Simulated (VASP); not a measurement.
# Sr (P6_3/mmc) in VASP: single point with r2SCAN

Aim: the single point of Sr with r2SCAN.

Everything below comes from runs of VASP 6.6.1. Logs are shortened: lines on timing, memory, paths and dates and some standing lists are left out, and cuts for length are marked.

### Step 1. The cell of the first run

Symmetry: P6_3/mmc, No. 194, hexagonal system. Conventional cell: a = 4.293 Å, b = 4.293 Å, c = 7.022 Å, α = 90.00°, β = 90.00°, γ = 120.00°. Within 5.6 Å of Sr (site symmetry -6m2) lie 12 Sr at 4.29 to 4.30 Å.

This isn't the form of Sr at room conditions, which is fcc.

### Step 2. Single point, r2SCAN

POSCAR reads:

```
Sr
1.0
    4.2926763082      0.0000000000      0.0000000000
   -2.1463381541      3.7175667331      0.0000000000
    0.0000000000      0.0000000000      7.0216620000
Sr
2
Direct
    0.3333333333      0.6666666667      0.2500000000
    0.6666666667      0.3333333333      0.7500000000
```

INCAR.step1 reads:

```
SYSTEM = Sr
PREC = Accurate ; ENCUT = 520
ISMEAR = -1 ; SIGMA = 0.1
LREAL = .False. ; LASPH = .True.
NELM = 60 ; NBANDS = 17
GGA = PE ; ALGO = Normal
EDIFF = 1E-4 ; LWAVE = .True.
LCHARG = .False.
```

INCAR.step2 reads:

```
SYSTEM = Sr
PREC = Accurate ; ENCUT = 520
EDIFF = 1E-6 ; ISMEAR = -1
SIGMA = 0.1 ; LREAL = .False.
LASPH = .True. ; NELM = 60
ALGO = Normal ; ISIF = 2
LWAVE = .False. ; LCHARG = .False.
METAGGA = R2SCAN ; LMIXTAU = .True.
NBANDS = 17 ; ISTART = 1
```

KPOINTS reads:

```
Automatic mesh
0
Gamma
  9 9 5
  0 0 0
```

Potentials or basis: VASP PAW PBE potentials, release 64 (Sr_sv).

Started as:

```bash
> cat potpaw_PBE.64/Sr_sv/POTCAR > POTCAR
> cp INCAR.step1 INCAR
> mpirun -np 1 vasp_std > vasp.out
> cp INCAR.step2 INCAR
> mpirun -np 1 vasp_std > vasp.out
```

OUTCAR:

```text
SYSTEM = Sr
   PREC = Accurate
   ENCUT = 520
   EDIFF = 1E-6
   ISMEAR = -1
   LREAL = .False.
   LASPH = .True.
   NELM = 60
   ISIF = 2
   METAGGA = R2SCAN
   ISTART = 1

 ion  position               nearest neighbor table
   1  0.333  0.667  0.250-   2 4.30   2 4.30   2 4.30   2 4.30   2 4.30   2 4.30
   2  0.667  0.333  0.750-   1 4.30   1 4.30   1 4.30   1 4.30   1 4.30   1 4.30

  LATTYP: Found a hexagonal cell.
 ALAT       =     4.2926763082
 C/A-ratio  =     1.6357306016

  Lattice vectors:

 A1 = (   4.2926763082,   0.0000000000,   0.0000000000)
 A2 = (  -2.1463381541,   3.7175667331,   0.0000000000)
 A3 = (   0.0000000000,   0.0000000000,   7.0216620000)

Analysis of symmetry for initial positions (statically):
=====================================================================
 Subroutine PRICEL returns:
 Original cell was already a primitive cell.

 Routine SETGRP: Setting up the symmetry group for a
 hexagonal supercell.

 Subroutine GETGRP returns: Found 24 space group operations
 (whereof 12 operations were pure point group operations)
 out of a pool of 24 trial point group operations.

The static configuration has the point symmetry D_3d.
 The point group associated with its full space group is D_6h.

Analysis of symmetry for dynamics (positions and initial velocities):
=====================================================================
 Subroutine PRICEL returns:
 Original cell was already a primitive cell.

 Routine SETGRP: Setting up the symmetry group for a
 hexagonal supercell.

 Subroutine GETGRP returns: Found 24 space group operations
 (whereof 12 operations were pure point group operations)
 out of a pool of 24 trial point group operations.

The dynamic configuration has the point symmetry D_3d.
 The point group associated with its full space group is D_6h.

 Subroutine INISYM returns: Found 24 space group operations
 (whereof 12 operations are pure point group operations),
 and found     1 'primitive' translations

----------------------------------------------------------------------------------------

                                     Primitive cell

  volume of cell :     112.0539

  direct lattice vectors                    reciprocal lattice vectors
     4.292676308  0.000000000  0.000000000     0.232954905  0.134496577  0.000000000
    -2.146338154  3.717566733  0.000000000     0.000000000  0.268993154  0.000000000
     0.000000000  0.000000000  7.021662000     0.000000000  0.000000000  0.142416425

  length of vectors
     4.292676308  4.292676308  7.021662000     0.268993154  0.268993154  0.142416425

  position of ions in fractional coordinates (direct lattice)
     0.333333333  0.666666667  0.250000000
     0.666666667  0.333333333  0.750000000

  ion indices of the primitive-cell ions
   primitive index   ion index
                 1           1
                 2           2

----------------------------------------------------------------------------------------

 KPOINTS: Automatic mesh

Automatic generation of k-mesh.
 Grid dimensions read from file:
 generate k-points for:    9    9    5

 Generating k-lattice:

  Cartesian coordinates                     Fractional coordinates (reciprocal lattice)
     0.025883878  0.014944064  0.000000000     0.111111111  0.000000000  0.000000000
     0.000000000  0.029888128  0.000000000     0.000000000  0.111111111  0.000000000
     0.000000000  0.000000000  0.028483285     0.000000000  0.000000000  0.200000000

  Length of vectors
     0.029888128  0.029888128  0.028483285

  Shift w.r.t. Gamma in fractional coordinates (k-lattice)
     0.000000000  0.000000000  0.000000000

 Subroutine IBZKPT returns following result:
 ===========================================

 Found     36 irreducible k-points:

 Following reciprocal coordinates:
            Coordinates               Weight
  0.000000  0.000000  0.000000      1.000000
  0.111111  0.000000  0.000000      6.000000
  0.222222 -0.000000  0.000000      6.000000
  0.333333 -0.000000  0.000000      6.000000
  0.444444 -0.000000  0.000000      6.000000
  0.111111  0.111111  0.000000      6.000000
[... 16 lines left out ...]
  0.333333  0.222222  0.200000     24.000000
  0.333333  0.333333  0.200000      4.000000
 [... further k-points ...]
   k-points           NKPTS =     36   k-points in BZ     NKDIM =     36   number of bands    NBANDS=     17
   number of dos      NEDOS =    301   number of ions     NIONS =      2
   total plane-waves  NPLWV =  55296
   dimension x,y,z NGX =    32 NGY =   32 NGZ =   54
   dimension x,y,z NGXF=    64 NGYF=   64 NGZF=  108
   ions per type =               2
   NGX,Y,Z   is equivalent  to a cutoff of  12.39, 12.39, 12.79 a.u.
   NGXF,Y,Z  is equivalent  to a cutoff of  24.79, 24.79, 25.57 a.u.
 SYSTEM =  Sr
   PREC   = accura    normal or accurate (medium, high low for compatibility)
   ISTART =      1    job   : 0-new  1-cont  2-samecut
   ICHARG =      0    charge: 1-file 2-atom 10-const
   ISPIN  =      1    spin polarized calculation?
   LNONCOLLINEAR =      F non collinear calculations
   LSORBIT =      F    spin-orbit coupling
   LASPH  =      T    aspherical Exc in radial PAW
   ENCUT  =  520.0 eV  38.22 Ry    6.18 a.u.   7.98  7.98 13.06*2*pi/ulx,y,z
   NELM   =     60;   NELMIN=  2; NELMDL=  0     # of ELM steps
   EDIFF  = 0.1E-05   stopping-criterion for ELM
   LREAL  =      F    real-space projection
   EDIFFG = 0.1E-04   stopping-criterion for IOM
   NSW    =      0    number of steps for IOM
   IBRION =     -1    ionic relax: 0-MD 1-quasi-New 2-CG
   NFREE  =      0    steps in history (QN), initial steepest desc. (CG)
   ISIF   =      2    stress and relaxation
   ISYM   =      2    0-nonsym 1-usesym 2-fastsym
   POTIM  = 0.5000    time-step for ionic-motion
   TEBEG  =    0.0;   TEEND  =   0.0 temperature during run
   PSTRESS=    0.0 pullay stress
   NELECT =      20.0000    total number of electrons
   NUPDOWN=      -1.0000    fix difference up-down
   EMIN   =  10.00;   EMAX   =-10.00  energy-range for DOS
   EFERMI =   0.00;   METHOD = LEGACY
   ISMEAR =    -1;   SIGMA  =   0.10  broadening in eV -4-tet -1-fermi 0-gaus
   EFERMI_NEDOS =   21; number of points for ismear=-14 and -15
   IALGO  =     38    algorithm
   IMIX   =      4    mixing-type and parameters
     AMIX     =   0.40;   BMIX     =  1.00
     AMIX_MAG =   1.60;   BMIX_MAG =  1.00
  volume/ion in A,a.u.               =      56.03       378.09
  Fermi-wavevector in a.u.,A,eV,Ry     =   0.921742  1.741839 11.559614  0.849608
  Thomas-Fermi vector in A             =   2.047192
   LORBIT       =      0    0 simple, 1 ext, 2 COOP (PROOUT), +10 PAW based schemes
   METAGGA = R2SCAN    functional components
   LHFCALC =     F    Hartree Fock is set to
   AEXX    =    0.0000 exact exchange contribution
   IVDW    =     0    specifies the selected vdW correction
   LEPSILON=     F    determine dielectric tensor
   LRPA    =     F    only Hartree local field effects (RPA)
 non-spin polarized calculation
  energy-cutoff  :      520.00
  volume of cell :      112.05
 maximum number of plane-waves:      3033
 NGX is ok and might be reduce to    32
   NGX = 15   NGY = 15   NGZ = 27

 number of electron      20.0000000 magnetization

 Free energy of the ion-electron system (eV)
  ---------------------------------------------------
  ext. energy  EPLUGINS =         0.00000000
  ---------------------------------------------------
  free energy    TOTEN  =       -30.22871569 eV

  energy without entropy =      -30.13978452  energy(sigma->0) =      -30.18425011

 E-fermi :   1.5464     XC(G=0):  -7.7354

 val. band max:        1.5446578833   @ k =   0.2222   0.1111   0.0000
 cond. band min:       1.5507372731   @ k =   0.2222   0.1111   0.0000
 fundamental gap:      0.0060793897
 Fermi energy:         1.5463703245

 k-point     1 :       0.0000    0.0000    0.0000
  band No.  band energies     occupation
      1     -36.5022      2.00000
      2     -36.4883      2.00000
      3     -17.9503      2.00000
      4     -17.7928      2.00000
      5     -17.7928      2.00000
      6     -17.7671      2.00000
[... 9 lines left out ...]
     16       4.6035      0.00000
     17       5.1485      0.00000

 k-point     2 :       0.1111    0.0000    0.0000
  band No.  band energies     occupation
      1     -36.5008      2.00000
      2     -36.4876      2.00000
      3     -17.9427      2.00000
      4     -17.8100      2.00000
      5     -17.7982      2.00000
      6     -17.7849      2.00000
[... 9 lines left out ...]
     16       4.7764      0.00000
     17       4.7969      0.00000

 k-point     3 :       0.2222   -0.0000    0.0000
  band No.  band energies     occupation
      1     -36.4969      2.00000
      2     -36.4859      2.00000
      3     -17.9219      2.00000
      4     -17.8539      2.00000
      5     -17.8288      2.00000
      6     -17.8114      2.00000
[... 9 lines left out ...]
     16       4.8052      0.00000
     17       4.8892      0.00000

 k-point     4 :       0.3333   -0.0000    0.0000
  band No.  band energies     occupation
      1     -36.4923      2.00000
      2     -36.4843      2.00000
      3     -17.9042      2.00000
      4     -17.8938      2.00000
      5     -17.8770      2.00000
      6     -17.8259      2.00000
[... 9 lines left out ...]
     16       5.4402      0.00000
     17       5.5639      0.00000
[... 343 lines left out ...]
      1     -36.4894      2.00000
      2     -36.4844      2.00000
      3     -17.9119      2.00000
      4     -17.9038      2.00000
      5     -17.8525      2.00000
      6     -17.8447      2.00000
[... 9 lines left out ...]
     16       5.3813      0.00000
     17       5.8907      0.00000

 k-point    23 :       0.3333    0.2222    0.2000
  band No.  band energies     occupation
      1     -36.4866      2.00000
      2     -36.4840      2.00000
      3     -17.9238      2.00000
      4     -17.9070      2.00000
      5     -17.8707      2.00000
      6     -17.8411      2.00000
[... 9 lines left out ...]
     16       5.6524      0.00000
     17       6.0225      0.00000

 k-point    24 :       0.3333    0.3333    0.2000
  band No.  band energies     occupation
      1     -36.4848      2.00000
      2     -36.4848      2.00000
      3     -17.9044      2.00000
      4     -17.8984      2.00000
      5     -17.8984      2.00000
      6     -17.8586      2.00000
[... 9 lines left out ...]
     16       5.8561      0.00000
     17       5.9977      0.00000

 [... further k-points ...]
[... 5 lines left out ...]
  --------------------------------------------------------------------------------------
  -------------------------------------------------------------------------------------
  Total        0.1549832      0.1549832      0.2790848      0.0000000      0.0000000      0.0000000
  in kB        2.2159931      2.2159931      3.9904323      0.0000000      0.0000000      0.0000000
  external PRESSURE =       2.8074728 kB  Pullay stress =       0.0000000 kB

 VOLUME and BASIS-vectors are now :
 -----------------------------------------------------------------------------
  energy-cutoff  :      520.00
  volume of cell :      112.05
      direct lattice vectors                 reciprocal lattice vectors
     4.292676308  0.000000000  0.000000000     0.232954905  0.134496577  0.000000000
    -2.146338154  3.717566733  0.000000000     0.000000000  0.268993154  0.000000000
     0.000000000  0.000000000  7.021662000     0.000000000  0.000000000  0.142416425

 POSITION                                       TOTAL-FORCE (eV/Angst)
 -----------------------------------------------------------------------------------
     -0.00000      2.47838      1.75542         0.000000      0.000000     -0.000000
      2.14634      1.23919      5.26625        -0.000000     -0.000000      0.000000
 -----------------------------------------------------------------------------------
    total drift:                               -0.000000      0.000000     -0.000000

  FREE ENERGIE OF THE ION-ELECTRON SYSTEM (eV)
  ---------------------------------------------------
  free  energy   TOTEN  =       -30.2287156897 eV

  energy  without entropy=      -30.1397845222  energy(sigma->0) =      -30.18425011
```

It took 4.2 min on 1 thread of AMD EPYC 7R43 (Zen 3), shared host; peak memory 0.22 GiB.

What came out:

* Free energy: -30.2287 eV
* Pressure: 0.3 GPa
* Band gap on the k mesh: zero (bands 10 and 11 overlap by 0.37 eV)

Levels at points of the mesh, in eV from the Fermi level:
```csv
k point,band 6,band 7,band 8,band 9,band 10,band 11,band 12,band 13,band 14,band 15
"(0.00, 0.00, 0.00)",-19.31,-19.31,-19.30,-3.82,-1.07,-0.07,2.62,2.62,2.63,3.06
```

Caveat: the PAW data sets were made with another functional, which shifts forces and pressure a little.
